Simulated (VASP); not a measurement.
Write the native input for VASP 6.6.1 that does the following.

```yaml
Task: single point
Functional: PBE
Potentials_or_basis: VASP PAW PBE potentials, release 64 (F)
Cutoff: 520 eV
k_mesh: 18 × 18 × 10
Occupations: fermi-dirac, width 0.05 eV
Spin: no spin polarisation
Dipole_correction: no
Further_INCAR_settings: ALGO = Normal; EDIFF = 1e-07; NBANDS = 14
```

The structure of F lies in POSCAR:

```
F
1.0
    1.9059613510      0.0000000000      0.0000000000
   -0.9529806755      1.6506109485      0.0000000000
    0.0000000000      0.0000000000      2.6981556505
F
2
Direct
    0.3333333333      0.6666666667      0.2500000000
    0.6666666667      0.3333333333      0.7500000000
```

These files were run (other wordings do the same):

INCAR

```
SYSTEM = F
PREC = Accurate ; ENCUT = 520
EDIFF = 1E-7 ; ISMEAR = -1
SIGMA = 0.05 ; LREAL = .FALSE.
LASPH = .TRUE. ; NELM = 80
ALGO = Normal ; ISIF = 2
LWAVE = .FALSE. ; LCHARG = .FALSE.
GGA = PE ; NBANDS = 14
```

KPOINTS

```
regular mesh
0
G
  18 18 10
  0 0 0
```

Potentials or basis: VASP PAW PBE potentials, release 64 (F).

Launch:

```sh
$ cat potpaw_PBE.64/F/POTCAR > POTCAR
$ mpirun -np 1 vasp_std > vasp.out
```

It gave:

* Pressure: 424.7 GPa
* Band gap on the k mesh: zero (band 7 reaches 10.64 eV, above the bottom of band 8 at 6.29 eV)

It used 19 s of CPU time on 1 thread of AMD EPYC 7R13 Processor (Zen 3) (shared host).
